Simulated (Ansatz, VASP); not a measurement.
## AlN: VASP beside Ansatz

```
Al N
1.0
     0.00000    2.08538    1.98366
     2.08538    0.00000    1.98366
     2.08538    2.08538    0.00000
Al N
1 1
Direct
  0.50000 0.50000 0.50000
  0.00000 0.00000 0.00000
```

Change from the starting cell: strain +0.025 along x and y, -0.025 along z, atoms carried along.

Alike in both runs: task single point; functional r2SCAN; k mesh 10 × 10 × 10; occupations gaussian, width 0.05 eV; no spin polarisation.

|  | VASP | Ansatz |
| --- | --- | --- |
| version | VASP 6.6.1 | Ansatz 0.2.0 |
| potentials or method | VASP PAW PBE potentials, release 64 (Al, N), cutoff 520 eV | scalar-relativistic, plane waves, PAW |
| valence electrons in the cell | 8 | 8 |

|  | VASP | Ansatz | Ansatz less VASP |
| --- | --- | --- | --- |
| gap on the k mesh at the Fermi level (eV) | 4.69 | 4.69 | -0.003 |
| least direct gap on the mesh (eV) | 5.72 | 5.67 | -0.043 |
| pressure (GPa) | -11.5 | -10.7 | +0.76 |
| traceless stress, the component that is largest in VASP (GPa) | 7.84 | 7.68 | -0.160 |

VASP's potentials were made for PBE, not for r2SCAN. With one functional, cell and mesh, what is left measures potentials, basis and numerics.
